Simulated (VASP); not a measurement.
A run of VASP 6.6.1 is set up as follows.

Contents of INCAR:

```
SYSTEM = In
PREC     = Accurate       ! precision mode
ENCUT    = 520            ! plane-wave cutoff, eV
EDIFF    = 1E-8           ! SCF threshold, eV
ISMEAR   = -1             ! smearing method
SIGMA    = 0.03           ! smearing width, eV
LREAL    = .False.        ! projectors in reciprocal space
LASPH    = .True.         ! aspherical terms in the spheres
NELM     = 60             ! most SCF steps
ALGO     = Normal         ! electronic algorithm
ISIF     = 2              ! what is computed and relaxed
LWAVE    = .False.        ! write WAVECAR
LCHARG   = .False.        ! write CHGCAR
GGA      = PE             ! functional
LEFG     = .True.       
NBANDS   = 12             ! bands
```

The input KPOINTS:

```
Automatic mesh
0
Gamma
  17 17 17
  0 0 0
```

File POSCAR:

```
In
1.0
   -1.6947072674      1.6947072674      2.2973723912
    1.6947072674     -1.6947072674      2.2973723912
    1.6947072674      1.6947072674     -2.2973723912
In
1
Direct
    0.0000000000      0.0000000000      0.0000000000
```

Potentials or basis: VASP PAW PBE potentials, release 64 (In_d).

The run is started by

```bash
$ cat potpaw_PBE.64/In_d/POTCAR > POTCAR
$ mpirun -np 1 vasp_std > vasp.out
```

Problem. Estimate the band gap on the k mesh.

Solution. Zero (an odd number of electrons rules out a gap without spin polarisation).

Problem. Estimate the pressure.

Solution. 1.6 GPa.

Stress tensor (GPa, compression positive):
```
1.73 0.00 0.00
0.00 1.73 0.00
0.00 0.00 1.19
```

Caveat: without QUAD_EFG the Cq values of the log hold for a quadrupole moment of 1 mb, not for the nuclei; spin-orbit coupling is left out, which moves the levels of the heavy elements.
